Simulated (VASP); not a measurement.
# HCN (I4mm) in VASP: a series of runs

Aim: see how the results for HCN move with the level of theory and the settings. Levels: PBE-based screened hybrid with 5 % exact exchange, PBE-based screened hybrid with 10 % exact exchange, PBE. Tasks: single point.

Program: VASP 6.6.1. These are calculated values, not measurements. Logs are shortened: lines on timing, memory, paths and dates and some standing lists are left out, and cuts for length are marked.

### Step 1. The cell of the first run

Symmetry: I4mm, No. 107, tetragonal system. The conventional cell has a = 4.632 Å, b = 4.632 Å, c = 4.320 Å, α = 90.00°, β = 90.00°, γ = 90.00°. N (site symmetry 4mm) has 1 C at 1.16 Å within 1.6 Å. Within 1.5 Å of C (site symmetry 4mm) lie 1 H at 1.09 Å and 1 N at 1.16 Å. H (site symmetry 4mm) has 1 C at 1.09 Å within 1.5 Å.

### Step 2. Single point, PBE-based screened hybrid with 5 % exact exchange

POSCAR reads:

```
HCN
1.0
   -2.3160580000      2.3160580000      2.1599010000
    2.3160580000     -2.3160580000      2.1599010000
    2.3160580000      2.3160580000     -2.1599010000
N C H
1 1 1
Direct
    0.2719290000      0.2719290000      0.0000000000
    0.0036740000      0.0036740000      0.0000000000
    0.7520970000      0.7520970000      0.0000000000
```

INCAR.step1 reads:

```
SYSTEM = HCN
PREC = Accurate ; ENCUT = 1000
EDIFF = 1E-5 ; ISMEAR = -1
SIGMA = 0.05 ; LREAL = .False.
LASPH = .True. ; NELM = 120
ALGO = Normal ; ISIF = 2
LWAVE = .True. ; LCHARG = .False.
NBANDS = 12 ; GGA = PE
GGA_COMPAT = .False.
```

INCAR.step2 reads:

```
SYSTEM = HCN
PREC = Accurate ; ENCUT = 1000
EDIFF = 1E-6 ; ISMEAR = -1
SIGMA = 0.05 ; LREAL = .False.
LASPH = .True. ; NELM = 120
ALGO = Normal ; ISIF = 2
LWAVE = .False. ; LCHARG = .False.
GGA = PE ; LHFCALC = .True.
AEXX = 0.05 ; HFSCREEN = 0.2
PRECFOCK = Normal ; NBANDS = 12
ISTART = 1 ; GGA_COMPAT = .False.
```

KPOINTS reads:

```
regular mesh
0
Gamma
  4 4 4
  0 0 0
```

Potentials or basis: VASP PAW PBE potentials, release 64 (N_h, C_h, H_h).

On the command line:

```console
$ cat potpaw_PBE.64/N_h/POTCAR potpaw_PBE.64/C_h/POTCAR potpaw_PBE.64/H_h/POTCAR > POTCAR
$ cp INCAR.step1 INCAR
$ mpirun -np 1 vasp_std > vasp.out
$ cp INCAR.step2 INCAR
$ mpirun -np 1 vasp_std > vasp.out
```

OUTCAR:

```text
SYSTEM = HCN
   PREC = Accurate
   ENCUT = 1000
   EDIFF = 1E-6
   ISMEAR = -1
   LREAL = .False.
   LASPH = .True.
   NELM = 120
   ISIF = 2
   GGA = PE
   LHFCALC = .True.
   AEXX = 0.05
   HFSCREEN = 0.2
   PRECFOCK = Normal
   ISTART = 1

 ion  position               nearest neighbor table
   1  0.272  0.272  0.000-   2 1.16
   2  0.004  0.004  0.000-   3 1.09   1 1.16
   3  0.752  0.752  0.000-   2 1.09

  LATTYP: Found a body centered tetragonal cell.
 ALAT       =     4.6321160000
 C/A-ratio  =     0.9325763863

  Lattice vectors:

 A1 = (  -2.3160580000,   2.3160580000,   2.1599010000)
 A2 = (   2.3160580000,  -2.3160580000,   2.1599010000)
 A3 = (   2.3160580000,   2.3160580000,  -2.1599010000)

Analysis of symmetry for initial positions (statically):
=====================================================================
 Subroutine PRICEL returns:
 Original cell was already a primitive cell.

 Routine SETGRP: Setting up the symmetry group for a
 body centered tetragonal supercell.

 Subroutine GETGRP returns: Found  8 space group operations
 (whereof  8 operations were pure point group operations)
 out of a pool of 16 trial point group operations.

The static configuration has the point symmetry C_4v.

Analysis of symmetry for dynamics (positions and initial velocities):
=====================================================================
 Subroutine PRICEL returns:
 Original cell was already a primitive cell.

 Routine SETGRP: Setting up the symmetry group for a
 body centered tetragonal supercell.

 Subroutine GETGRP returns: Found  8 space group operations
 (whereof  8 operations were pure point group operations)
 out of a pool of 16 trial point group operations.

The dynamic configuration has the point symmetry C_4v.

 Subroutine INISYM returns: Found  8 space group operations
 (whereof  8 operations are pure point group operations),
 and found     1 'primitive' translations

----------------------------------------------------------------------------------------

                                     Primitive cell

  volume of cell :      46.3439

  direct lattice vectors                    reciprocal lattice vectors
    -2.316058000  2.316058000  2.159901000     0.000000000  0.215884058  0.231492092
     2.316058000 -2.316058000  2.159901000     0.215884058  0.000000000  0.231492092
     2.316058000  2.316058000 -2.159901000     0.215884058  0.215884058  0.000000000

  length of vectors
     3.923445125  3.923445125  3.923445125     0.316535172  0.316535172  0.305306163

  position of ions in fractional coordinates (direct lattice)
     0.271929000  0.271929000  0.000000000
     0.003674000  0.003674000  0.000000000
     0.752097000  0.752097000  0.000000000

  ion indices of the primitive-cell ions
   primitive index   ion index
                 1           1
                 2           2
                 3           3

----------------------------------------------------------------------------------------

 KPOINTS: regular mesh

Automatic generation of k-mesh.
 Grid dimensions read from file:
 generate k-points for:    4    4    4

 Generating k-lattice:

  Cartesian coordinates                     Fractional coordinates (reciprocal lattice)
     0.000000000  0.053971015  0.057873023     0.250000000  0.000000000  0.000000000
     0.053971015  0.000000000  0.057873023     0.000000000  0.250000000  0.000000000
     0.053971015  0.053971015  0.000000000     0.000000000  0.000000000  0.250000000

  Length of vectors
     0.079133793  0.079133793  0.076326541

  Shift w.r.t. Gamma in fractional coordinates (k-lattice)
     0.000000000  0.000000000  0.000000000

 Subroutine IBZKPT returns following result:
 ===========================================

 Found     13 irreducible k-points:

 Following reciprocal coordinates:
            Coordinates               Weight
  0.000000  0.000000  0.000000      1.000000
  0.250000  0.000000  0.000000      8.000000
  0.500000  0.000000  0.000000      4.000000
  0.250000  0.250000  0.000000      8.000000
  0.500000  0.250000  0.000000     16.000000
 -0.250000  0.250000  0.000000      4.000000
  0.500000  0.500000  0.000000      2.000000
  0.250000  0.250000  0.250000      2.000000
 -0.250000  0.250000  0.250000      4.000000
  0.500000  0.500000  0.250000      4.000000
 -0.250000  0.500000  0.250000      8.000000
 -0.250000 -0.250000  0.250000      2.000000
  0.500000  0.500000  0.500000      1.000000
   k-points           NKPTS =     13   k-points in BZ     NKDIM =     64   number of bands    NBANDS=     12
   number of dos      NEDOS =    301   number of ions     NIONS =      3
   total plane-waves  NPLWV =  64000
   dimension x,y,z NGX =    40 NGY =   40 NGZ =   40
   dimension x,y,z NGXF=    80 NGYF=   80 NGZF=   80
   ions per type =               1   1   1
   NGX,Y,Z   is equivalent  to a cutoff of  16.95, 16.95, 16.95 a.u.
   NGXF,Y,Z  is equivalent  to a cutoff of  33.90, 33.90, 33.90 a.u.
 SYSTEM =  HCN
   PREC   = accura    normal or accurate (medium, high low for compatibility)
   ISTART =      1    job   : 0-new  1-cont  2-samecut
   ICHARG =      0    charge: 1-file 2-atom 10-const
   ISPIN  =      1    spin polarized calculation?
   LNONCOLLINEAR =      F non collinear calculations
   LSORBIT =      F    spin-orbit coupling
   LASPH  =      T    aspherical Exc in radial PAW
   ENCUT  = 1000.0 eV  73.50 Ry    8.57 a.u.  10.12 10.12 10.12*2*pi/ulx,y,z
   NELM   =    120;   NELMIN=  2; NELMDL=  0     # of ELM steps
   EDIFF  = 0.1E-05   stopping-criterion for ELM
   LREAL  =      F    real-space projection
   EDIFFG = 0.1E-04   stopping-criterion for IOM
   NSW    =      0    number of steps for IOM
   IBRION =     -1    ionic relax: 0-MD 1-quasi-New 2-CG
   NFREE  =      0    steps in history (QN), initial steepest desc. (CG)
   ISIF   =      2    stress and relaxation
   ISYM   =      3    0-nonsym 1-usesym 2-fastsym
   POTIM  = 0.5000    time-step for ionic-motion
   TEBEG  =    0.0;   TEEND  =   0.0 temperature during run
   PSTRESS=    0.0 pullay stress
   NELECT =      10.0000    total number of electrons
   NUPDOWN=      -1.0000    fix difference up-down
   EMIN   =  10.00;   EMAX   =-10.00  energy-range for DOS
   EFERMI =   0.00;   METHOD = LEGACY
   ISMEAR =    -1;   SIGMA  =   0.05  broadening in eV -4-tet -1-fermi 0-gaus
   EFERMI_NEDOS =   21; number of points for ismear=-14 and -15
   IALGO  =     38    algorithm
   IMIX   =      1    mixing-type and parameters
     AMIX     =   0.40;   BMIX     =  1.00
     AMIX_MAG =   1.60;   BMIX_MAG =  1.00
  volume/ion in A,a.u.               =      15.45       104.25
  Fermi-wavevector in a.u.,A,eV,Ry     =   0.981923  1.855565 13.118357  0.964172
  Thomas-Fermi vector in A             =   2.112966
   LORBIT       =      0    0 simple, 1 ext, 2 COOP (PROOUT), +10 PAW based schemes
   GGA     = PE    functional components
   LHFCALC =     T    Hartree Fock is set to
   PRECFOCK=normal    Normal, Fast or Accurate (Low or Medium for compatibility)
   ENCUT4O =  -1.0   cutoff for four orbital integrals eV
   NKREDX  =     1    reduce k-point grid by
   NKREDY  =     1    reduce k-point grid by
   NKREDZ  =     1    reduce k-point grid by
   AEXX    =    0.0500 exact exchange contribution
   HFSCREEN=    0.2000 screening length (either q_TF or 0.3 A-1)
   HFSCREENC=   0.2000 screening length for correlation (either q_TF or 0.3 A-1)
   ENCUTFOCK=  -1.0 apply spherical cutoff to Coloumb kernel
   IVDW    =     0    specifies the selected vdW correction
   LEPSILON=     F    determine dielectric tensor
   LRPA    =     F    only Hartree local field effects (RPA)
 non-spin polarized calculation
  energy-cutoff  :     1000.00
  volume of cell :       46.34
 maximum number of plane-waves:      3338
  NGX = 32; NGY = 32; NGZ = 32

 number of electron      10.0000000 magnetization

 Free energy of the ion-electron system (eV)
  ---------------------------------------------------
  ext. energy  EPLUGINS =         0.00000000
  ---------------------------------------------------
  free energy    TOTEN  =       -20.81878772 eV

  energy without entropy =      -20.81878772  energy(sigma->0) =      -20.81878772

 E-fermi :  -3.7093     XC(G=0):  -6.6068

 val. band max:       -4.8395268684   @ k =   0.5000   0.5000   0.0000
 cond. band min:       2.2485040996   @ k =   0.5000   0.0000   0.0000
 fundamental gap:      7.0880309680
 Fermi energy:        -3.7092513360

 k-point     1 :       0.0000    0.0000    0.0000
  band No.  band energies     occupation
      1     -19.7350      2.00000
      2     -10.7348      2.00000
      3      -6.4284      2.00000
      4      -4.9073      2.00000
      5      -4.9073      2.00000
      6       3.2170      0.00000
      7       3.2170      0.00000
      8       4.7244      0.00000
      9       9.2731      0.00000
     10      11.0770      0.00000
     11      12.1664      0.00000
     12      12.1664      0.00000

 k-point     2 :       0.2500    0.0000    0.0000
  band No.  band energies     occupation
      1     -19.6660      2.00000
      2     -11.0327      2.00000
      3      -5.9647      2.00000
      4      -5.0714      2.00000
      5      -5.0628      2.00000
      6       2.7751      0.00000
      7       3.0567      0.00000
      8       5.5712      0.00000
      9       8.2225      0.00000
     10      10.9865      0.00000
     11      11.1197      0.00000
     12      14.0657      0.00000
[... 136 lines left out ...]
 k-point    12 :      -0.2500   -0.2500    0.2500
  band No.  band energies     occupation
      1     -19.6015      2.00000
      2     -11.2956      2.00000
      3      -5.4208      2.00000
      4      -5.2390      2.00000
      5      -5.2390      2.00000
      6       3.0181      0.00000
      7       3.0181      0.00000
      8       5.1059      0.00000
      9       8.4715      0.00000
     10       8.6683      0.00000
     11      13.1382      0.00000
     12      13.1388      0.00000

 k-point    13 :       0.5000    0.5000    0.5000
  band No.  band energies     occupation
      1     -19.5591      2.00000
      2     -10.7011      2.00000
      3      -6.5447      2.00000
      4      -5.7357      2.00000
      5      -5.7357      2.00000
      6       4.3427      0.00000
      7       4.3427      0.00000
      8       6.4639      0.00000
      9       6.5925      0.00000
     10      10.3162      0.00000
     11      10.3162      0.00000
     12      12.0226      0.00000

------------------------ aborting loop because EDIFF is reached ----------------------------------------

  FORCE on cell =-STRESS in cart. coord.  units (eV):
  Direction    XX          YY          ZZ          XY          YZ          ZX
  --------------------------------------------------------------------------------------
  -------------------------------------------------------------------------------------
  Total        0.0896837      0.0896837     -0.5929720      0.0000000      0.0000000      0.0000000
  in kB        3.1004993      3.1004993    -20.4999153      0.0000000      0.0000000      0.0000000
  external PRESSURE =      -4.7663056 kB  Pullay stress =       0.0000000 kB

 VOLUME and BASIS-vectors are now :
 -----------------------------------------------------------------------------
  energy-cutoff  :     1000.00
  volume of cell :       46.34
      direct lattice vectors                 reciprocal lattice vectors
    -2.316058000  2.316058000  2.159901000     0.000000000  0.215884058  0.231492092
     2.316058000 -2.316058000  2.159901000     0.215884058  0.000000000  0.231492092
     2.316058000  2.316058000 -2.159901000     0.215884058  0.215884058  0.000000000

 POSITION                                       TOTAL-FORCE (eV/Angst)
 -----------------------------------------------------------------------------------
      0.00000      0.00000      1.17468         0.000000      0.000000     -0.529844
      0.00000      0.00000      0.01587        -0.000000     -0.000000      0.607207
      0.00000      0.00000      3.24891         0.000000      0.000000     -0.077363
 -----------------------------------------------------------------------------------
    total drift:                               -0.000003     -0.000002     -0.000233

  FREE ENERGIE OF THE ION-ELECTRON SYSTEM (eV)
  ---------------------------------------------------
  free  energy   TOTEN  =       -20.8187877224 eV

  energy  without entropy=      -20.8187877224  energy(sigma->0) =      -20.81878772
```

It took 3.2 min on 1 thread of Intel Xeon Platinum 8375C at 2.90GHz (Ice Lake), shared host; peak memory 0.36 GiB.

Results:

- Free energy: -20.8188 eV
- Pressure: -0.5 GPa
- Largest force: 0.607 eV/Å
- Band gap on the k mesh: 7.09 eV (least direct gap 7.41 eV)

Forces in eV/Å, atoms in the order of the input:
```
N    0.000  0.000 -0.530
C    0.000  0.000  0.607
H    0.000  0.000 -0.077
```

Caveat: the k points lie up to 0.50 Å⁻¹ apart; this functional lacks dispersion, which holds the molecules together, so the pressure and a relaxed volume are unreliable; the PAW data sets were made with another functional, which shifts forces and pressure a little.

[end of part 1 of 2]
